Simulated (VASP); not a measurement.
Input of a VASP 6.6.1 run:

Contents of POSCAR:

```
PbSe
1.0
    0.0000000000      3.0696866693      3.0696866693
    3.0696866693      0.0000000000      3.0696866693
    3.0696866693      3.0696866693      0.0000000000
Pb Se
1 1
Direct
    0.0000000000      0.0000000000      0.0000000000
    0.5000000000      0.5000000000      0.5000000000
```

Contents of INCAR.step1:

```
  ALGO = Normal
  EDIFF = 1E-5
  ENCUT = 550
  GGA = PE
  GGA_COMPAT = F
  ISMEAR = 0
  LASPH = T
  LCHARG = F
  LREAL = F
  LWAVE = T
  NBANDS = 17
  NELM = 120
  PREC = Accurate
  SIGMA = 0.01
```

File INCAR.step2:

```
  ALGO = Normal
  EDIFF = 1E-6
  ENCUT = 550
  GGA_COMPAT = F
  ISIF = 2
  ISMEAR = 0
  ISTART = 1
  LASPH = T
  LCHARG = F
  LMIXTAU = T
  LREAL = F
  LWAVE = F
  METAGGA = R2SCAN
  NBANDS = 17
  NELM = 120
  PREC = Accurate
  SIGMA = 0.01
```

Contents of KPOINTS:

```
k-points
0
Gamma
  6 6 6
```

Potentials or basis: VASP PAW PBE potentials, release 64 (Pb_d, Se).

Command:

```console
$ cat potpaw_PBE.64/Pb_d/POTCAR potpaw_PBE.64/Se/POTCAR > POTCAR
$ cp INCAR.step1 INCAR
$ mpirun -np 1 vasp_std > vasp.out
$ cp INCAR.step2 INCAR
$ mpirun -np 1 vasp_std > vasp.out
```

**Question.** What does it give for the band gap on the k mesh?

**Answer.** 0.61 eV.

**Question.** Estimate the pressure.

**Answer.** 1.0 GPa.

Caveat: the PAW data sets were made with another functional, which shifts forces and pressure a little; spin-orbit coupling is left out, which moves the levels of the heavy elements. A k mesh can miss the band edges.
